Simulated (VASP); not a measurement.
BN:

```
B N
1.0
     2.39705    0.00000    0.00000
    -1.19853    2.07591    0.00000
     0.00000    0.00000    6.60707
B N
2 2
Cartesian
  0.0000 1.3839 1.6518
  1.1985 0.6920 4.9553
  1.1985 0.6920 1.6518
  0.0000 1.3839 4.9553
```

This cell differs from its parent crystal: strain -4.2%.

Base run:

| Quantity | Value |
| --- | --- |
| Program | VASP 6.6.1 |
| Functional | r2SCAN |
| Potentials or basis | VASP PAW PBE potentials, release 64 (B, N) |
| Cutoff | 520 eV |
| k mesh | 12 × 12 × 4 |
| Occupations | gaussian, width 0.01 eV |
| Spin | no spin polarisation |

Its results: band gap on the k mesh 5.08 eV, indirect (least direct gap 5.65 eV); pressure 38.7 GPa.

The run is repeated on the same cell with these changes: functional from r2SCAN to PBE; occupations from gaussian, width 0.01 eV to fermi-dirac, width 0.02 eV. What comes out?

Band gap on the k mesh 4.47 eV, indirect (least direct gap 4.97 eV); pressure 42.2 GPa.

Caveats: the PAW data sets were made with another functional, which shifts forces and pressure a little (some runs); this functional lacks dispersion, which binds the layers, so the pressure and a relaxed spacing across them are unreliable (some runs).

A k mesh can miss the band edges.
